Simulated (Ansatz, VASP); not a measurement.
**Two plane-wave programs on BN**

```
CELL_PARAMETERS angstrom
2.54395 0.00000 0.00000
-1.27197 2.20313 0.00000
0.00000 0.00000 4.12366
ATOMIC_POSITIONS crystal
B 0.33333 0.66667 0.00010
B 0.66667 0.33333 0.50010
N 0.33333 0.66667 0.37490
N 0.66667 0.33333 0.87490
```

Change from the starting cell: uniaxial_z strain -2.0%.

Alike in both runs: task single point; functional PBE; k mesh 12 × 12 × 6; occupations fermi-dirac, width 0.02 eV; no spin polarisation.

```csv
,VASP,Ansatz
version,VASP 6.6.1,Ansatz 0.2.0
potentials or method,"VASP PAW PBE potentials, release 64 (B, N)","plane waves, PAW"
plane-wave cutoff (eV),520,420
valence electrons in the cell,16,16
```

```tsv
	VASP	Ansatz	Ansatz less VASP
gap on the k mesh at the Fermi level (eV)	5.24	5.26	+0.018
pressure (GPa)	13.4	13.1	-0.36
traceless stress, the component that is largest in VASP (GPa)	14.02	13.95	-0.067
rms of the force components (eV/Å)	0.014	0.012	-0.0013
```

Atom by atom the forces differ by 0.001 eV/Å (rms over components). With one functional, cell and mesh, what is left measures potentials, basis and numerics.
